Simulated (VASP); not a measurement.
GaP, 4 atoms in the cell. Symmetry: Cmcm, No. 63, orthorhombic system. The conventional cell has a = 4.819 Å, b = 4.988 Å, c = 4.684 Å, α = 90.00°, β = 90.00°, γ = 90.00°. Ga (site symmetry m2m) has 6 P at 2.41 to 2.54 Å and 2 Ga at 2.94 Å within 3.2 Å. P (site symmetry m2m) has 6 Ga at 2.41 to 2.54 Å and 2 P at 2.99 Å within 3.2 Å. 

* Program: VASP 6.6.1
* Task: single point
* Functional: PBE
* Potentials or basis: VASP PAW PBE potentials, release 64 (Ga_d, P)
* Cutoff: 520 eV
* k mesh: 14 × 14 × 12
* Occupations: gaussian, width 0.1 eV
* Spin: no spin polarisation
* Dipole correction: no
* Further INCAR settings: ALGO = Normal; EDIFF = 1e-06; NBANDS = 26

Potentials or basis: VASP PAW PBE potentials, release 64 (Ga_d, P).

The run is started by

```bash
$ cat potpaw_PBE.64/Ga_d/POTCAR potpaw_PBE.64/P/POTCAR > POTCAR
$ mpirun -np 1 vasp_std > vasp.out
```

Hardware: 1 thread of Intel(R) Xeon(R) Platinum 8259CL CPU @ 2.50GHz (Skylake/Cascade Lake), with other jobs on the host.

Task: Estimate the wall time of this run.

Result: It took 6.1 min on 1 thread of Intel(R) Xeon(R) Platinum 8259CL CPU @ 2.50GHz (Skylake/Cascade Lake), on a shared host, peak memory 0.54 GiB. Counts: scf iterations 13, k points 399.
